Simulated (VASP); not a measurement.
# N in VASP: notebook, part 2 of 2

VASP 6.6.1. Earlier steps stand in the parts before.

### 3 Single point, PBE (strained and its atoms moved)

File INCAR:

```
SYSTEM = N
ALGO = Normal
EDIFF = 1E-6
ENCUT = 520
GGA = PE
ISIF = 2
ISMEAR = 0
LASPH = .TRUE.
LCHARG = .FALSE.
LREAL = .FALSE.
LWAVE = .FALSE.
NBANDS = 18
NELM = 80
PREC = Accurate
SIGMA = 0.02
```

File KPOINTS:

```
k-points
0
G
  6 6 4
  0 0 0
```

File POSCAR:

```
N
1.0
    4.1023906681      0.0000000000      0.0000000000
   -2.0511953340      3.5527745348      0.0000000000
    0.0000000000      0.0000000000      7.1071702007
N
4
Direct
    0.3333333300      0.6666666700      0.3249407622
    0.3333333300      0.6666666700      0.1750592378
    0.6666666700      0.3333333300      0.8334860720
    0.6666666700      0.3333333300      0.6665139280
```

Potentials or basis: VASP PAW PBE potentials, release 64 (N).

On the command line:

```sh
$ cat potpaw_PBE.64/N/POTCAR > POTCAR
$ mpirun -np 1 vasp_std > vasp.out
```

OUTCAR:

```text
SYSTEM = N
   EDIFF = 1E-6
   ENCUT = 520
   GGA = PE
   ISIF = 2
   ISMEAR = 0
   LASPH = .TRUE.
   LREAL = .FALSE.
   NELM = 80
   PREC = Accurate

 ion  position               nearest neighbor table
   1  0.333  0.667  0.325-   2 1.07
   2  0.333  0.667  0.175-   1 1.07
   3  0.667  0.333  0.833-   4 1.19
   4  0.667  0.333  0.667-   3 1.19

  LATTYP: Found a hexagonal cell.
 ALAT       =     4.1023906681
 C/A-ratio  =     1.7324459750

  Lattice vectors:

 A1 = (   4.1023906681,   0.0000000000,   0.0000000000)
 A2 = (  -2.0511953340,   3.5527745348,   0.0000000000)
 A3 = (   0.0000000000,   0.0000000000,   7.1071702007)

Analysis of symmetry for initial positions (statically):
=====================================================================
 Subroutine PRICEL returns:
 Original cell was already a primitive cell.

 Routine SETGRP: Setting up the symmetry group for a
 hexagonal supercell.

 Subroutine GETGRP returns: Found 12 space group operations
 (whereof  6 operations were pure point group operations)
 out of a pool of 24 trial point group operations.

The static configuration has the point symmetry C_3v.
 The point group associated with its full space group is D_3h.

Analysis of symmetry for dynamics (positions and initial velocities):
=====================================================================
 Subroutine PRICEL returns:
 Original cell was already a primitive cell.

 Routine SETGRP: Setting up the symmetry group for a
 hexagonal supercell.

 Subroutine GETGRP returns: Found 12 space group operations
[... 117 lines left out ...]
   EMIN   =  10.00;   EMAX   =-10.00  energy-range for DOS
   EFERMI =   0.00;   METHOD = LEGACY
   ISMEAR =     0;   SIGMA  =   0.02  broadening in eV -4-tet -1-fermi 0-gaus
   EFERMI_NEDOS =   21; number of points for ismear=-14 and -15
   IALGO  =     38    algorithm
   IMIX   =      4    mixing-type and parameters
     AMIX     =   0.40;   BMIX     =  1.00
     AMIX_MAG =   1.60;   BMIX_MAG =  1.00
  volume/ion in A,a.u.               =      25.90       174.76
  Fermi-wavevector in a.u.,A,eV,Ry     =   0.946203  1.788065 12.181300  0.895300
  Thomas-Fermi vector in A             =   2.074178
   LORBIT       =      0    0 simple, 1 ext, 2 COOP (PROOUT), +10 PAW based schemes
   GGA     = PE    functional components
   LHFCALC =     F    Hartree Fock is set to
   AEXX    =    0.0000 exact exchange contribution
   IVDW    =     0    specifies the selected vdW correction
   LEPSILON=     F    determine dielectric tensor
   LRPA    =     F    only Hartree local field effects (RPA)
 non-spin polarized calculation
 Gauss-broadening in eV      SIGMA  =   0.02
  energy-cutoff  :      520.00
  volume of cell :      103.59
 maximum number of plane-waves:      2834
 NGX is ok and might be reduce to    32
   NGX = 15   NGY = 15   NGZ = 27

 number of electron      19.9999995 magnetization

 Free energy of the ion-electron system (eV)
  ---------------------------------------------------
  ext. energy  EPLUGINS =         0.00000000
  ---------------------------------------------------
  free energy    TOTEN  =       -32.78663648 eV

  energy without entropy =      -32.78663648  energy(sigma->0) =      -32.78663648

 E-fermi :  -6.5019     XC(G=0):  -5.9637

 val. band max:       -6.6651361259   @ k =   0.0000   0.0000   0.0000
 cond. band min:      -0.1356822386   @ k =   0.5000   0.0000   0.0000
 fundamental gap:      6.5294538873
 Fermi energy:        -6.5018837185

 k-point     1 :       0.0000    0.0000    0.0000
  band No.  band energies     occupation
      1     -25.9289      2.00000
      2     -23.9676      2.00000
      3     -11.1621      2.00000
      4     -10.0823      2.00000
      5      -8.7929      2.00000
      6      -8.7929      2.00000
[... 418 lines left out ...]
      5      -8.9922      2.00000
      6      -8.9682      2.00000
[... 10 lines left out ...]
     17       6.1303      0.00000
     18       6.2715      0.00000

------------------------ aborting loop because EDIFF is reached ----------------------------------------

  FORCE on cell =-STRESS in cart. coord.  units (eV):
  Direction    XX          YY          ZZ          XY          YZ          ZX
  --------------------------------------------------------------------------------------
  -------------------------------------------------------------------------------------
  Total        0.0636050      0.0636050     -0.5797686      0.0000000      0.0000000      0.0000000
  in kB        0.9837859      0.9837859     -8.9673448      0.0000000      0.0000000      0.0000000
  external PRESSURE =      -2.3332577 kB  Pullay stress =       0.0000000 kB

 VOLUME and BASIS-vectors are now :
 -----------------------------------------------------------------------------
  energy-cutoff  :      520.00
  volume of cell :      103.59
      direct lattice vectors                 reciprocal lattice vectors
     4.102390668  0.000000000  0.000000000     0.243760305  0.140735078  0.000000000
    -2.051195334  3.552774535  0.000000000     0.000000000  0.281470155  0.000000000
     0.000000000  0.000000000  7.107170201     0.000000000  0.000000000  0.140702976

 POSITION                                       TOTAL-FORCE (eV/Angst)
 -----------------------------------------------------------------------------------
     -0.00000      2.36852      2.30941        -0.000000     -0.000000      8.715432
     -0.00000      2.36852      1.24418         0.000000     -0.000000     -8.715432
      2.05120      1.18426      5.92373        -0.000000      0.000000     -8.381000
      2.05120      1.18426      4.73703        -0.000000      0.000000      8.381000
 -----------------------------------------------------------------------------------
    total drift:                                0.000013     -0.000007      0.000001

  FREE ENERGIE OF THE ION-ELECTRON SYSTEM (eV)
  ---------------------------------------------------
  free  energy   TOTEN  =       -32.7866364805 eV

  energy  without entropy=      -32.7866364805  energy(sigma->0) =      -32.78663648
```

OSZICAR:

```text
N       E                     dE             d eps       ncg     rms          rms(c)
DAV:   1     0.119740265031E+03    0.11974E+03   -0.89397E+03   756   0.909E+02
DAV:   2    -0.231486480683E+02   -0.14289E+03   -0.13789E+03  1000   0.222E+02
DAV:   3    -0.342925703852E+02   -0.11144E+02   -0.11066E+02   846   0.700E+01
DAV:   4    -0.343943247251E+02   -0.10175E+00   -0.10170E+00   836   0.833E+00
DAV:   5    -0.343953222974E+02   -0.99757E-03   -0.99753E-03   872   0.730E-01    0.109E+01
DAV:   6    -0.330969162157E+02    0.12984E+01   -0.14706E+00   824   0.806E+00    0.621E+00
DAV:   7    -0.327954690872E+02    0.30145E+00   -0.10210E+00   898   0.673E+00    0.170E+00
DAV:   8    -0.327870705632E+02    0.83985E-02   -0.83578E-02   772   0.218E+00    0.266E-01
DAV:   9    -0.327866020341E+02    0.46853E-03   -0.18900E-03   790   0.333E-01    0.137E-01
DAV:  10    -0.327866308526E+02   -0.28819E-04   -0.22534E-04   774   0.102E-01    0.323E-02
DAV:  11    -0.327866345559E+02   -0.37033E-05   -0.14628E-05   792   0.300E-02    0.987E-03
DAV:  12    -0.327866371734E+02   -0.26175E-05   -0.14415E-06   706   0.105E-02    0.426E-03
DAV:  13    -0.327866364805E+02    0.69293E-06   -0.66230E-07   628   0.756E-03
   1 F= -.32786636E+02 E0= -.32786636E+02  d E =-.907316E-33
```

stdout:

```text
POSCAR found type information on POSCAR N
 POSCAR found :  1 types and       4 ions
 scaLAPACK will be used
 LDA part: xc-table for (Slater+PW92), standard interpolation
 POSCAR, INCAR and KPOINTS ok, starting setup
 FFT: planning ... GRIDC
 FFT: planning ... GRID_SOFT
 FFT: planning ... GRID
 WAVECAR not read
 entering main loop
```

Run time: 12 s. Hardware: 1 thread of Intel Xeon 6975P-C (Granite Rapids), shared host; peak memory 0.21 GiB.

What came out:

| Item | Value |
| --- | --- |
| Free energy | -32.7866 eV |
| Pressure | -0.2 GPa |
| Largest force | 8.715 eV/Å |
| Band gap on the k mesh | 6.53 eV, indirect (least direct gap 6.73 eV) |

Forces in eV/Å, atoms in the order of the input:
```
N    0.000  0.000  8.715
N    0.000  0.000 -8.715
N    0.000  0.000 -8.381
N    0.000  0.000  8.381
```

Levels at points of the mesh, in eV from the valence-band top:
```tsv
k point	band 8	band 9	band 10	band 11	band 12	band 13
(0.00, 0.00, 0.00)	-1.06	-1.06	0.00	7.05	7.05	8.50
(0.50, 0.00, 0.00)	-1.13	-0.55	-0.20	6.53	6.89	7.92
(0.00, 0.00, 0.50)	-1.06	-0.60	-0.42	7.08	7.08	8.46
(0.50, 0.00, 0.50)	-1.14	-0.49	-0.36	6.62	6.98	7.85
```

Caveat: the cell differs from its parent crystal (strained and its atoms moved); the standard files for N, O and F lose accuracy on very short bonds; forces of over 1 eV/Å act on the atoms, so gaps and moduli don't describe the material at rest. A k mesh can miss the band edges.

### 4 Single point, PBE (strained)

File INCAR:

```
PREC = Accurate
ENCUT = 520
EDIFF = 1E-6
ISMEAR = 0
SIGMA = 0.02
LREAL = F
LASPH = T
NELM = 60
ALGO = Normal
ISIF = 2
LWAVE = F
LCHARG = F
GGA = PE
NBANDS = 18
```

File KPOINTS:

```
regular mesh
0
Gamma
  6 6 4
```

File POSCAR:

```
N
1.0
    4.2783729097      0.0000000000      0.0000000000
   -2.1391864548      3.7051796267      0.0000000000
    0.0000000000      0.0000000000      7.6132138342
N
4
Direct
    0.3333333300      0.6666666700      0.3503402491
    0.3333333300      0.6666666700      0.1496597509
    0.6666666700      0.3333333300      0.8503402491
    0.6666666700      0.3333333300      0.6496597509
```

On the command line:

```sh
$ cat potpaw_PBE.64/N/POTCAR > POTCAR
$ mpirun -np 1 vasp_std > vasp.out
```

Run time: 14 s. Hardware: 1 thread of Intel Xeon 6975P-C (Granite Rapids), shared host; peak memory 0.22 GiB.

Results (log left out):

- Free energy: -23.2094 eV
- Pressure: -19.8 GPa
- Largest force: 14.643 eV/Å
- Band gap on the k mesh: 3.20 eV, indirect (least direct gap 3.30 eV)

Forces in eV/Å, atoms in the order of the input:
```
N     0.000   0.000 -14.643
N     0.000   0.000  14.643
N     0.000   0.000 -14.643
N     0.000   0.000  14.643
```

Stress tensor (GPa, compression positive):
```
  0.04   0.00   0.00
  0.00   0.04   0.00
  0.00   0.00 -59.43
```

Levels at points of the mesh, in eV from the valence-band top:
```
           k point  band 7  band 8  band 9  band 10  band 11  band 12  band 13  band 14
(0.00, 0.00, 0.00)   -0.17   -0.17    0.00     0.00     3.59     3.59     3.92     3.92
(0.50, 0.00, 0.00)   -0.31   -0.31   -0.23    -0.02     3.28     3.42     3.68     3.98
(0.00, 0.00, 0.50)   -0.09   -0.09   -0.09    -0.09     3.76     3.76     3.76     3.76
(0.50, 0.00, 0.50)   -0.46   -0.46   -0.17    -0.17     3.53     3.53     3.71     3.71
```

Caveat: the cell differs from its parent crystal (strained); forces of over 1 eV/Å act on the atoms, so gaps and moduli don't describe the material at rest.

### 5 Overview

| cell | gap on the mesh (eV) | pressure (GPa) | largest force (eV/Å) |
| --- | --- | --- | --- |
| a = 3.910, b = 3.910, c = 7.203 Å, angles 90.0, 90.0, 120.0°, 4 atoms | 5.26 | -16.3 | 13.94 |
| a = 4.102, b = 4.102, c = 7.107 Å, angles 90.0, 90.0, 120.0°, 4 atoms | 6.53 | -0.2 | 8.72 |
| a = 4.278, b = 4.278, c = 7.613 Å, angles 90.0, 90.0, 120.0°, 4 atoms | 3.20 | -19.8 | 14.64 |

Alike in all rows: task single point; level PBE; potentials or basis VASP PAW PBE potentials, release 64 (N); no spin polarisation; k mesh 6 × 6 × 4; cutoff (eV) 520; smearing gaussian 0.02 eV.

Caveats: forces of over 1 eV/Å act on the atoms, so gaps and moduli don't describe the material at rest; the standard files for N, O and F lose accuracy on very short bonds (some runs).

Total energies depend on the potentials used, so only differences within one code and one set of settings carry meaning.
